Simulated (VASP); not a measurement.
Crystal: CuSe.

```xyz
2
Lattice="3.6087 0.0000 0.0000 -1.8043 3.1252 0.0000 0.0000 0.0000 3.5219" Properties=species:S:1:pos:R:3 pbc="T T T"
Cu    0.0000    0.0000    0.0000
Se    1.8043    1.0417    1.7609
```

Base run:

```yaml
Program: VASP 6.6.1
Functional: LDA
Potentials_or_basis: VASP PAW LDA potentials, release 64 (Cu, Se)
Cutoff: 520 eV
k_mesh: 6 × 6 × 5
Occupations: gaussian, width 0.05 eV
Spin: collinear spin, ferromagnetic start
Starting_moments: "[0.23, 0.44] μB"
Fixed_moment: 0.75 μB
Hubbard_terms: Cu d U = 1.0 eV
```

Its results: pressure -12.4 GPa; net moment 0.75 μB per cell.

Q: The run is repeated on the same cell with these changes: fixed moment from 0.75 μB to none; moments at the start from [0.23, 0.44] to [1.0, 0.0]. What comes out?

A: Pressure -13.8 GPa; net moment 0.00 μB per cell.

Caveats: the total moment is fixed, so each spin has its own Fermi level (some runs); a cell with one magnetic atom can't hold antiferromagnetic order, which such compounds often take (some runs).
